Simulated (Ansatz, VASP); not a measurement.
**One calculation of Co, two programs**

File INCAR:

```
SYSTEM = Co
ALGO = Normal
EDIFF = 1E-7
ENCUT = 520
GGA = PS
ISIF = 2
ISMEAR = -1
ISPIN = 2
LASPH = .TRUE.
LCHARG = .FALSE.
LMAXMIX = 4
LORBIT = 11
LREAL = .FALSE.
LWAVE = .FALSE.
MAGMOM = 2 2 2 2
NBANDS = 30
NELM = 150
PREC = Accurate
SIGMA = 0.05
```

KPOINTS

```
k-points
0
G
  12 12 4
  0 0 0
```

File POSCAR:

```
Co
1.0
    2.4201280013      0.0000000000      0.0000000000
   -1.2100640007      2.0958923296      0.0000000000
    0.0000000000      0.0000000000      7.9231214745
Co
4
Direct
    0.6666666667      0.3333333333      0.7500000000
    0.0000000000      0.0000000000      0.5000000000
    0.3333333333      0.6666666667      0.2500000000
    0.0000000000      0.0000000000      0.0000000000
```

Contents of input.yaml:

```yaml
crystal:
  lattice:
    - [2.4201280013, 0.0, 0.0]
    - [-1.2100640007, 2.0958923296, 0.0]
    - [0.0, 0.0, 7.9231214745]
  atoms:
    - { symbol: Co, position: [0.6666666667, 0.3333333333, 0.75], spin: 2.0 }
    - { symbol: Co, position: [0.0, 0.0, 0.5], spin: 2.0 }
    - { symbol: Co, position: [0.3333333333, 0.6666666667, 0.25], spin: 2.0 }
    - { symbol: Co, position: [0.0, 0.0, 0.0], spin: 2.0 }
kpoints:
  mp_grid: { grid: [12, 12, 4] }
scf:
  occupations: { method: fermi_dirac, width: 0.05 }
hamiltonian:
  xc: pbesol
  pseudopotentials: { kind: all_electron, lapw: { basis_error: 0.001 } }
magnetization:
  spin_polarized: true
output:
  forces: true
  stress: true
  eigenvalues: true
```

Change from the starting cell: volume scaled by 0.94.

Alike in both runs: task single point; functional PBEsol; k mesh 12 × 12 × 4; occupations fermi-dirac, width 0.05 eV; collinear spin.

```csv
,VASP,Ansatz
version,VASP 6.6.1,Ansatz 0.2.0
potentials or method,"VASP PAW PBE potentials, release 64 (Co), cutoff 520 eV","all-electron LAPW, scalar-relativistic"
```

```csv
,VASP,Ansatz,Ansatz less VASP
gap on the k mesh at the Fermi level (eV),none,none,-
pressure (GPa),7.7,8.8,+1.08
"traceless stress, the component that is largest in VASP (GPa)",-2.55,-2.64,-0.097
net moment per atom (μB),1.55,1.56,+0.010
size of the moment on the site where the two differ most (μB),1.56,1.61,+0.053
```

VASP's potentials were made for PBE, not for PBEsol. Site moments also hang on the region over which each program counts them. A gap of «none» marks a metal or a gap that the smearing closes. Ansatz ran all-electron here, and VASP with PAW potentials.
